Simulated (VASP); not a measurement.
# CoSi2 (Fm-3m) in VASP: further runs

The runs below take CoSi2 through single point, with LDA.

Program: VASP 6.6.1. These are calculated values, not measurements. Logs are shortened: lines on timing, memory, paths and dates and some standing lists are left out, and cuts for length are marked.

## Step 1: The cell of the first run

It takes space group Fm-3m (No. 225, cubic). Conventional cell: a = 5.343 Å, b = 5.343 Å, c = 5.343 Å, α = 90.00°, β = 90.00°, γ = 90.00°. Within 3.1 Å of Co (site symmetry m-3m) lie 8 Si at 2.31 Å. Within 3.1 Å of Si (site symmetry -43m) lie 4 Co at 2.31 Å and 6 Si at 2.67 Å.

## Step 2: Single point, LDA (12.71 Å³/atom)

INCAR reads:

```
SYSTEM = CoSi2
ALGO = Normal
EDIFF = 1E-7
ENCUT = 520
ISIF = 2
ISMEAR = 0
LASPH = .True.
LCHARG = .False.
LREAL = .False.
LWAVE = .False.
NBANDS = 16
NELM = 60
PREC = Accurate
SIGMA = 0.05
```

KPOINTS reads:

```
k-points
0
Gamma
  14 14 14
  0 0 0
```

POSCAR reads:

```
CoSi2
1.0
    0.0000000000      2.6715073538      2.6715073538
    2.6715073538      0.0000000000      2.6715073538
    2.6715073538      2.6715073538      0.0000000000
Co Si
1 2
Direct
    0.0000000000      0.0000000000      0.0000000000
    0.2500000000      0.2500000000      0.2500000000
    0.7500000000      0.7500000000      0.7500000000
```

Potentials or basis: VASP PAW LDA potentials, release 64 (Co, Si).

Started as:

```bash
cat potpaw_LDA.64/Co/POTCAR potpaw_LDA.64/Si/POTCAR > POTCAR
mpirun -np 1 vasp_std > vasp.out
```

OUTCAR:

```text
SYSTEM = CoSi2
   EDIFF = 1E-7
   ENCUT = 520
   ISIF = 2
   ISMEAR = 0
   LASPH = .True.
   LREAL = .False.
   NELM = 60
   PREC = Accurate

 ion  position               nearest neighbor table
   1  0.000  0.000  0.000-   2 2.31   3 2.31   3 2.31   3 2.31   3 2.31   2 2.31   2 2.31   2 2.31

   2  0.250  0.250  0.250-   1 2.31   1 2.31   1 2.31   1 2.31   3 2.67   3 2.67   3 2.67   3 2.67
                             3 2.67   3 2.67
   3  0.750  0.750  0.750-   1 2.31   1 2.31   1 2.31   1 2.31   2 2.67   2 2.67   2 2.67   2 2.67
                             2 2.67   2 2.67

  LATTYP: Found a face centered cubic cell.
 ALAT       =     5.3430147076

  Lattice vectors:

 A1 = (   0.0000000000,   2.6715073538,   2.6715073538)
 A2 = (   2.6715073538,   0.0000000000,   2.6715073538)
 A3 = (   2.6715073538,   2.6715073538,   0.0000000000)

Analysis of symmetry for initial positions (statically):
=====================================================================
 Subroutine PRICEL returns:
 Original cell was already a primitive cell.

 Routine SETGRP: Setting up the symmetry group for a
 face centered cubic supercell.

 Subroutine GETGRP returns: Found 48 space group operations
 (whereof 48 operations were pure point group operations)
 out of a pool of 48 trial point group operations.

The static configuration has the point symmetry O_h .

Analysis of symmetry for dynamics (positions and initial velocities):
=====================================================================
 Subroutine PRICEL returns:
 Original cell was already a primitive cell.

 Routine SETGRP: Setting up the symmetry group for a
 face centered cubic supercell.

 Subroutine GETGRP returns: Found 48 space group operations
 (whereof 48 operations were pure point group operations)
 out of a pool of 48 trial point group operations.

The dynamic configuration has the point symmetry O_h .

 Subroutine INISYM returns: Found 48 space group operations
 (whereof 48 operations are pure point group operations),
 and found     1 'primitive' translations

----------------------------------------------------------------------------------------

                                     Primitive cell

  volume of cell :      38.1328

  direct lattice vectors                    reciprocal lattice vectors
     0.000000000  2.671507354  2.671507354    -0.187160256  0.187160256  0.187160256
     2.671507354  0.000000000  2.671507354     0.187160256 -0.187160256  0.187160256
     2.671507354  2.671507354  0.000000000     0.187160256  0.187160256 -0.187160256

  length of vectors
     3.778081932  3.778081932  3.778081932     0.324171072  0.324171072  0.324171072

  position of ions in fractional coordinates (direct lattice)
     0.000000000  0.000000000  0.000000000
     0.250000000  0.250000000  0.250000000
     0.750000000  0.750000000  0.750000000

  ion indices of the primitive-cell ions
   primitive index   ion index
                 1           1
                 2           2
                 3           3

----------------------------------------------------------------------------------------

 KPOINTS: k-points

Automatic generation of k-mesh.
 Grid dimensions read from file:
 generate k-points for:   14   14   14

 Generating k-lattice:

  Cartesian coordinates                     Fractional coordinates (reciprocal lattice)
    -0.013368590  0.013368590  0.013368590     0.071428571  0.000000000  0.000000000
     0.013368590 -0.013368590  0.013368590     0.000000000  0.071428571  0.000000000
     0.013368590  0.013368590 -0.013368590     0.000000000  0.000000000  0.071428571

  Length of vectors
     0.023155077  0.023155077  0.023155077

  Shift w.r.t. Gamma in fractional coordinates (k-lattice)
     0.000000000  0.000000000  0.000000000

 Subroutine IBZKPT returns following result:
 ===========================================

 Found    104 irreducible k-points:

 Following reciprocal coordinates:
            Coordinates               Weight
  0.000000  0.000000  0.000000      1.000000
  0.071429  0.000000  0.000000      8.000000
  0.142857  0.000000  0.000000      8.000000
  0.214286  0.000000  0.000000      8.000000
  0.285714  0.000000  0.000000      8.000000
  0.357143  0.000000  0.000000      8.000000
[... 16 lines left out ...]
  0.214286  0.142857  0.000000     24.000000
  0.285714  0.142857  0.000000     24.000000
 [... further k-points ...]
   k-points           NKPTS =    104   k-points in BZ     NKDIM =    104   number of bands    NBANDS=     16
   number of dos      NEDOS =    301   number of ions     NIONS =      3
   total plane-waves  NPLWV =  21952
   dimension x,y,z NGX =    28 NGY =   28 NGZ =   28
   dimension x,y,z NGXF=    56 NGYF=   56 NGZF=   56
   ions per type =               1   2
   NGX,Y,Z   is equivalent  to a cutoff of  12.32, 12.32, 12.32 a.u.
   NGXF,Y,Z  is equivalent  to a cutoff of  24.64, 24.64, 24.64 a.u.
 SYSTEM =  CoSi2
   PREC   = accura    normal or accurate (medium, high low for compatibility)
   ISTART =      0    job   : 0-new  1-cont  2-samecut
   ICHARG =      2    charge: 1-file 2-atom 10-const
   ISPIN  =      1    spin polarized calculation?
   LNONCOLLINEAR =      F non collinear calculations
   LSORBIT =      F    spin-orbit coupling
   LASPH  =      T    aspherical Exc in radial PAW
   ENCUT  =  520.0 eV  38.22 Ry    6.18 a.u.   7.02  7.02  7.02*2*pi/ulx,y,z
   NELM   =     60;   NELMIN=  2; NELMDL= -5     # of ELM steps
   EDIFF  = 0.1E-06   stopping-criterion for ELM
   LREAL  =      F    real-space projection
   EDIFFG = 0.1E-05   stopping-criterion for IOM
   NSW    =      0    number of steps for IOM
   IBRION =     -1    ionic relax: 0-MD 1-quasi-New 2-CG
   NFREE  =      0    steps in history (QN), initial steepest desc. (CG)
   ISIF   =      2    stress and relaxation
   ISYM   =      2    0-nonsym 1-usesym 2-fastsym
   POTIM  = 0.5000    time-step for ionic-motion
   TEBEG  =    0.0;   TEEND  =   0.0 temperature during run
   PSTRESS=    0.0 pullay stress
   NELECT =      17.0000    total number of electrons
   NUPDOWN=      -1.0000    fix difference up-down
   EMIN   =  10.00;   EMAX   =-10.00  energy-range for DOS
   EFERMI =   0.00;   METHOD = LEGACY
   ISMEAR =     0;   SIGMA  =   0.05  broadening in eV -4-tet -1-fermi 0-gaus
[... 40 lines left out ...]
  band No.  band energies     occupation
      1      -3.0353      2.00000
      2       5.9676      2.00000
      3       5.9676      2.00000
      4       5.9676      2.00000
      5       8.1601      2.00000
      6       8.1601      2.00000
[... 8 lines left out ...]
     15      15.7491      0.00000
     16      15.7491      0.00000

 k-point     2 :       0.0714    0.0000    0.0000
  band No.  band energies     occupation
      1      -2.9575      2.00000
      2       5.7770      2.00000
      3       5.9955      2.00000
      4       5.9955      2.00000
      5       8.1363      2.00000
      6       8.1363      2.00000
[... 8 lines left out ...]
     15      15.4978      0.00000
     16      15.6006      0.00000

 k-point     3 :       0.1429    0.0000    0.0000
  band No.  band energies     occupation
      1      -2.7252      2.00000
      2       5.2567      2.00000
      3       6.0744      2.00000
      4       6.0744      2.00000
      5       8.0789      2.00000
      6       8.0789      2.00000
[... 8 lines left out ...]
     15      15.4687      0.00000
     16      16.0554      0.00000

 k-point     4 :       0.2143    0.0000    0.0000
  band No.  band energies     occupation
      1      -2.3417      2.00000
      2       4.4997      2.00000
      3       6.1879      2.00000
      4       6.1879      2.00000
      5       8.0260      2.00000
      6       8.0260      2.00000
[... 8 lines left out ...]
     15      16.2833      0.00000
     16      17.0978      0.00000

 k-point     5 :       0.2857    0.0000    0.0000
  band No.  band energies     occupation
      1      -1.8133      2.00000
      2       3.5858      2.00000
      3       6.3074      2.00000
      4       6.3074      2.00000
      5       8.0289      2.00000
      6       8.0289      2.00000
[... 8 lines left out ...]
     15      17.3425      0.00000
     16      18.0940      0.00000

 k-point     6 :       0.3571    0.0000    0.0000
  band No.  band energies     occupation
      1      -1.1504      2.00000
      2       2.5894      2.00000
      3       6.4002      2.00000
      4       6.4002      2.00000
      5       8.1288      2.00000
      6       8.1288      2.00000
[... 8 lines left out ...]
     15      18.5218      0.00000
     16      19.1557      0.00000

 k-point     7 :       0.4286    0.0000    0.0000
  band No.  band energies     occupation
      1      -0.3755      2.00000
      2       1.5893      2.00000
      3       6.4506      2.00000
      4       6.4506      2.00000
      5       7.9666      2.00000
      6       8.3103      2.00000
[... 8 lines left out ...]
     15      19.7336      0.00000
     16      20.3066      0.00000

 k-point     8 :       0.5000    0.0000    0.0000
  band No.  band energies     occupation
      1       0.2860      2.00000
      2       0.8484      2.00000
      3       6.4651      2.00000
      4       6.4651      2.00000
      5       7.8627      2.00000
      6       8.4257      2.00000
[... 8 lines left out ...]
     15      20.4835      0.00000
     16      21.1258      0.00000

 k-point     9 :       0.0714    0.0714    0.0000
  band No.  band energies     occupation
      1      -2.9316      2.00000
      2       5.7828      2.00000
      3       5.9734      2.00000
      4       5.9734      2.00000
      5       8.0645      2.00000
      6       8.1870      2.00000
[... 8 lines left out ...]
     15      15.8712      0.00000
     16      15.8712      0.00000
[... 172 lines left out ...]
 k-point    19 :      -0.2143    0.0714    0.0000
  band No.  band energies     occupation
      1      -2.1136      2.00000
      2       4.2025      2.00000
      3       6.0465      2.00000
      4       6.3514      2.00000
      5       7.8241      2.00000
      6       8.1592      2.00000
[... 8 lines left out ...]
     15      16.7153      0.00000
     16      18.2321      0.00000

 k-point    20 :      -0.1429    0.0714    0.0000
  band No.  band energies     occupation
      1      -2.5455      2.00000
      2       4.9747      2.00000
      3       5.9874      2.00000
      4       6.2008      2.00000
      5       7.9202      2.00000
      6       8.1517      2.00000
[... 8 lines left out ...]
     15      16.0688      0.00000
     16      17.0258      0.00000

 k-point    21 :      -0.0714    0.0714    0.0000
  band No.  band energies     occupation
      1      -2.8282      2.00000
      2       5.5224      2.00000
      3       5.9680      2.00000
      4       6.0741      2.00000
      5       8.0397      2.00000
      6       8.1579      2.00000
[... 8 lines left out ...]
     15      15.6900      0.00000
     16      16.0273      0.00000

 k-point    22 :       0.1429    0.1429    0.0000
  band No.  band energies     occupation
      1      -2.6219      2.00000
      2       5.3362      2.00000
      3       5.9954      2.00000
      4       5.9954      2.00000
      5       7.7579      2.00000
      6       8.2632      2.00000
[... 8 lines left out ...]
     15      16.5888      0.00000
     16      16.5888      0.00000

 k-point    23 :       0.2143    0.1429    0.0000
  band No.  band energies     occupation
      1      -2.3404      2.00000
      2       4.9078      2.00000
      3       6.0363      2.00000
      4       6.0734      2.00000
      5       7.5348      2.00000
      6       8.3004      2.00000
[... 8 lines left out ...]
     15      17.4588      0.00000
     16      17.5653      0.00000

 k-point    24 :       0.2857    0.1429    0.0000
  band No.  band energies     occupation
      1      -1.9107      2.00000
      2       4.2241      2.00000
      3       6.1172      2.00000
      4       6.1847      2.00000
      5       7.3379      2.00000
      6       8.3370      2.00000
[... 8 lines left out ...]
     15      18.4621      0.00000
     16      18.6966      0.00000

 [... further k-points ...]
[... 5 lines left out ...]
  --------------------------------------------------------------------------------------
  -------------------------------------------------------------------------------------
  Total       -1.6954042     -1.6954042     -1.6954042      0.0000000      0.0000000      0.0000000
  in kB      -71.2335722    -71.2335722    -71.2335722      0.0000000      0.0000000      0.0000000
  external PRESSURE =     -71.2335722 kB  Pullay stress =       0.0000000 kB

 VOLUME and BASIS-vectors are now :
 -----------------------------------------------------------------------------
  energy-cutoff  :      520.00
  volume of cell :       38.13
      direct lattice vectors                 reciprocal lattice vectors
     0.000000000  2.671507354  2.671507354    -0.187160256  0.187160256  0.187160256
     2.671507354  0.000000000  2.671507354     0.187160256 -0.187160256  0.187160256
     2.671507354  2.671507354  0.000000000     0.187160256  0.187160256 -0.187160256

 POSITION                                       TOTAL-FORCE (eV/Angst)
 -----------------------------------------------------------------------------------
      0.00000      0.00000      0.00000        -0.000000      0.000000      0.000000
      1.33575      1.33575      1.33575        -0.000000     -0.000000     -0.000000
      4.00726      4.00726      4.00726         0.000000      0.000000      0.000000
 -----------------------------------------------------------------------------------
    total drift:                               -0.000000     -0.000000      0.000000

  FREE ENERGIE OF THE ION-ELECTRON SYSTEM (eV)
  ---------------------------------------------------
  free  energy   TOTEN  =       -21.8974538999 eV

  energy  without entropy=      -21.8956749634  energy(sigma->0) =      -21.89656443
```

It took 2.2 min on 1 thread of Intel Xeon 8259CL, shared host; peak memory 0.18 GiB.

Results:

- Free energy: -21.8975 eV
- Pressure: -7.1 GPa
- Band gap on the k mesh: zero (an odd number of electrons rules out a gap without spin polarisation)

Levels at points of the mesh, in eV from the Fermi level:
```
           k point  band 5  band 6  band 7  band 8  band 9  band 10  band 11  band 12  band 13  band 14
(0.00, 0.00, 0.00)   -1.96   -1.96    0.71    3.41    3.41     3.41     3.44     3.44     3.44     5.63
(0.50, 0.00, 0.00)   -2.26   -1.70   -1.70   -0.48   -0.48     2.62     3.41     3.41     4.32    10.36
(0.50, 0.50, 0.00)   -3.67   -2.06   -2.06   -1.97   -1.39     1.54     2.89     8.59     9.53     9.53
```

Caveat: the cell stands under tension; an odd number of electrons without spin polarisation forces a metal; a magnetic or distorted state may lie lower. Spin polarisation is off, so any magnetic state and its effect on volume and gap are missing.

## Step 3: Single point, LDA, collinear spin (12.08 Å³/atom)

This run uses another cell than the first one, of 12.08 Å³/atom.

INCAR reads:

```
PREC = Accurate ; ENCUT = 520
EDIFF = 1E-7 ; ISMEAR = 0
SIGMA = 0.05 ; LREAL = F
LASPH = T ; NELM = 150
ALGO = Normal ; ISIF = 2
LWAVE = F ; LCHARG = F
ISPIN = 2 ; MAGMOM = 0.05 0 0
LORBIT = 11 ; LMAXMIX = 4
GGA = CA ; NBANDS = 20
```

KPOINTS reads:

```
Automatic mesh
0
Gamma
  12 12 12
```

POSCAR reads:

```
CoSi2
1.0
    0.0000000000      2.6262315088      2.6262315088
    2.6262315088      0.0000000000      2.6262315088
    2.6262315088      2.6262315088      0.0000000000
Co Si
1 2
Direct
    0.0000000000      0.0000000000      0.0000000000
    0.2500000000      0.2500000000      0.2500000000
    0.7500000000      0.7500000000      0.7500000000
```

Potentials or basis: VASP PAW LDA potentials, release 64 (Co, Si).

Started as:

```bash
cat potpaw_LDA.64/Co/POTCAR potpaw_LDA.64/Si/POTCAR > POTCAR
mpirun -np 1 vasp_std > vasp.out
```

Run time: 3.5 min. Hardware: 1 thread of Intel Xeon 8259CL, shared host; peak memory 0.2 GiB.

It converged, with:

```
Free energy                                           : -21.9268 eV
Pressure                                              : 2.7 GPa
Net moment                                            : 0.00 μB per cell
Valence electrons inside the program's atomic spheres : Co 9.05; Si 1.64
```

Levels at points of the mesh, in eV from the Fermi level:
Spin up:
| k point | band 7 | band 8 | band 9 | band 10 | band 11 | band 12 |
| --- | --- | --- | --- | --- | --- | --- |
| (0.00, 0.00, 0.00) | 1.27 | 3.50 | 3.50 | 3.50 | 3.66 | 3.66 |
| (0.50, 0.00, 0.00) | -1.80 | -0.46 | -0.46 | 2.84 | 3.62 | 3.62 |
| (0.50, 0.50, 0.00) | -2.16 | -2.08 | -1.47 | 1.80 | 2.96 | 8.68 |
Spin down:
```csv
k point,band 7,band 8,band 9,band 10,band 11,band 12
"(0.00, 0.00, 0.00)",1.27,3.50,3.50,3.50,3.66,3.66
"(0.50, 0.00, 0.00)",-1.80,-0.46,-0.46,2.84,3.62,3.62
"(0.50, 0.50, 0.00)",-2.16,-2.08,-1.47,1.80,2.96,8.68
```

## Step 4: Single point, LDA, collinear spin (12.22 Å³/atom)

This run uses another cell than the first one, of 12.22 Å³/atom.

Changes to INCAR since step 3:

```diff
@@ -1,3 +1,3 @@
 PREC = Accurate ; ENCUT = 520
-EDIFF = 1E-7 ; ISMEAR = 0
+EDIFF = 1E-6 ; ISMEAR = 0
 SIGMA = 0.05 ; LREAL = F
```

KPOINTS is that of step 3.

POSCAR reads:

```
CoSi2
1.0
    0.0000000000      2.6368085256      2.6368085256
    2.6368085256      0.0000000000      2.6368085256
    2.6368085256      2.6368085256      0.0000000000
Co Si
1 2
Direct
    0.0000000000      0.0000000000      0.0000000000
    0.2500000000      0.2500000000      0.2500000000
    0.7500000000      0.7500000000      0.7500000000
```

Started as:

```bash
cat potpaw_LDA.64/Co/POTCAR potpaw_LDA.64/Si/POTCAR > POTCAR
mpirun -np 1 vasp_std > vasp.out
```

Wall time 3.6 min (1 thread of Intel Xeon 8259CL, shared host); peak memory 0.2 GiB.

Results (log left out):

| Quantity | Value |
| --- | --- |
| Free energy | -21.9310 eV |
| Pressure | 0.2 GPa |
| Net moment | 0.00 μB per cell |
| Valence electrons inside the program's atomic spheres | Co 9.01; Si 1.63 |

Levels at points of the mesh, in eV from the Fermi level:
Spin up:
```csv
k point,band 7,band 8,band 9,band 10,band 11,band 12
"(0.00, 0.00, 0.00)",1.15,3.49,3.49,3.49,3.61,3.61
"(0.50, 0.00, 0.00)",-1.77,-0.45,-0.45,2.80,3.58,3.58
"(0.50, 0.50, 0.00)",-2.12,-2.04,-1.44,1.75,2.95,8.67
```
Spin down:
```csv
k point,band 6,band 7,band 8,band 9,band 10,band 11,band 12,band 13
"(0.00, 0.00, 0.00)",-2.06,1.15,3.49,3.49,3.49,3.61,3.61,3.61
"(0.50, 0.00, 0.00)",-1.77,-1.77,-0.45,-0.45,2.80,3.58,3.58,4.71
"(0.50, 0.50, 0.00)",-2.12,-2.12,-2.04,-1.44,1.75,2.95,8.67,9.98
```

## Step 5: Overview

```csv
spin,cell,k mesh,gap on the mesh (eV),pressure (GPa),moment (μB)
off,"a = 3.778 Å, angles 60.0°, 3 atoms",14 × 14 × 14,none,-7.1,-
collinear,"a = 3.714 Å, angles 60.0°, 3 atoms",12 × 12 × 12,none,2.7,0.00
collinear,"a = 3.729 Å, angles 60.0°, 3 atoms",12 × 12 × 12,none,0.2,0.00
```

Alike in all rows: task single point; level LDA; potentials or basis VASP PAW LDA potentials, release 64 (Co, Si); cutoff (eV) 520; smearing gaussian 0.05 eV.

Caveats: the cell stands under tension (at least some runs); an odd number of electrons without spin polarisation forces a metal (at least some runs); a magnetic or distorted state may lie lower (at least some runs).

Total energies depend on the potentials used, so only differences within one code and one set of settings carry meaning.
